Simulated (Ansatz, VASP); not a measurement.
One calculation of AlN, two programs

Contents of INCAR:

```
ALGO     = Normal         # electronic algorithm
EDIFF    = 1E-7           # SCF threshold, eV
ENCUT    = 520            # plane-wave cutoff, eV
GGA      = PE             # functional
ISIF     = 2              # what is computed and relaxed
ISMEAR   = -1             # smearing method
LASPH    = True           # aspherical terms in the spheres
LCHARG   = True           # write CHGCAR
LELF     = True           # ELF
LREAL    = False          # projectors in reciprocal space
LVHAR    = True         
LWAVE    = False          # write WAVECAR
NBANDS   = 11             # bands
NELM     = 100            # most SCF steps
PREC     = Accurate       # precision mode
SIGMA    = 0.02           # smearing width, eV
```

Contents of KPOINTS:

```
k-points
0
Gamma
  10 10 10
```

POSCAR

```
AlN
1.0
   -0.0163865731      2.1848764128      2.1848764128
    2.1848764128     -0.0163865731      2.1848764128
    2.1684898397      2.1684898397      0.0000000000
Al N
1 1
Direct
   -0.0009826930     -0.0009826930      0.0009826930
    0.2509826930      0.2509826930      0.2490173070
```

Input for Ansatz:

```yaml
crystal:
  lattice:
    - [-0.0163865731, 2.1848764128, 2.1848764128]
    - [2.1848764128, -0.0163865731, 2.1848764128]
    - [2.1684898397, 2.1684898397, 0.0]
  atoms:
    - { symbol: Al, position: [-0.000982693, -0.000982693, 0.000982693] }
    - { symbol: "N", position: [0.250982693, 0.250982693, 0.249017307] }
kpoints:
  mp_grid: { grid: [10, 10, 10] }
  band_path:
    path:
      - [0.0, 0.0, 0.0]
      - [-0.5, -0.5, 0.0]
      - [-0.375, -0.375, 0.25]
      - [-0.375, 0.0, 0.375]
      - [0.0, 0.0, 0.5]
      - [-0.5, -0.25, 0.25]
    npoints: 1
hamiltonian:
  xc: pbe
scf:
  occupations: { method: fermi_dirac, width: 0.02 }
  n_extra_bands: 4
output:
  forces: true
  stress: true
  eigenvalues: true
```

Change from the starting cell: shear_xy strain -1.5%.

Alike in both runs: task single point; functional PBE; k mesh 10 × 10 × 10; occupations fermi-dirac, width 0.02 eV; no spin polarisation.

|  | VASP | Ansatz |
| --- | --- | --- |
| version | VASP 6.6.1 | Ansatz 0.2.0 |
| potentials or method | VASP PAW PBE potentials, release 64 (Al, N) | plane waves, PAW |
| plane-wave cutoff (eV) | 520 | 420 |
| valence electrons in the cell | 8 | 8 |

|  | VASP | Ansatz | Ansatz less VASP |
| --- | --- | --- | --- |
| gap on the k mesh at the Fermi level (eV) | 3.25 | 3.26 | +0.009 |
| pressure (GPa) | 4.3 | 4.6 | +0.28 |
| traceless stress, the component that is largest in VASP (GPa) | 2.82 | 2.80 | -0.026 |
| rms of the force components (eV/Å) | 0.007 | 0.007 | -0.0003 |

Atom by atom the forces differ by 0.000 eV/Å (rms over components).
